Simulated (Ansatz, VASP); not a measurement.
# SnO2 in VASP and in Ansatz

```
CELL_PARAMETERS angstrom
4.73800 0.00000 0.00000
0.00000 4.73800 0.00000
0.00000 0.00000 3.09090
ATOMIC_POSITIONS crystal
Sn 0.00000 0.00000 0.00000
Sn 0.50000 0.50000 0.50000
O 0.30540 0.30540 0.00000
O 0.19460 0.80540 0.50000
O 0.69460 0.69460 0.00000
O 0.80540 0.19460 0.50000
```

Change from the starting cell: z stretched by -3 %, ions relaxed.

Alike in both runs: task relaxation of the atoms; functional PBE; k mesh 7 × 7 × 9; occupations fermi-dirac, width 0.02 eV; no spin polarisation.

|  | VASP | Ansatz |
| --- | --- | --- |
| version | VASP 6.6.1 | Ansatz 0.2.0 |
| potentials or method | VASP PAW PBE potentials, release 64 (Sn_d, O) | plane-wave PAW, scalar-relativistic |
| plane-wave cutoff (eV) | 520 | 420 |
| valence electrons in the cell | 52 | 52 |

```csv
,VASP,Ansatz,Ansatz less VASP
"gap on the k mesh at the Fermi level, each at its own relaxed structure (eV)",1.64,1.65,+0.013
```

Ansatz's warnings: stress scf threshold loose.
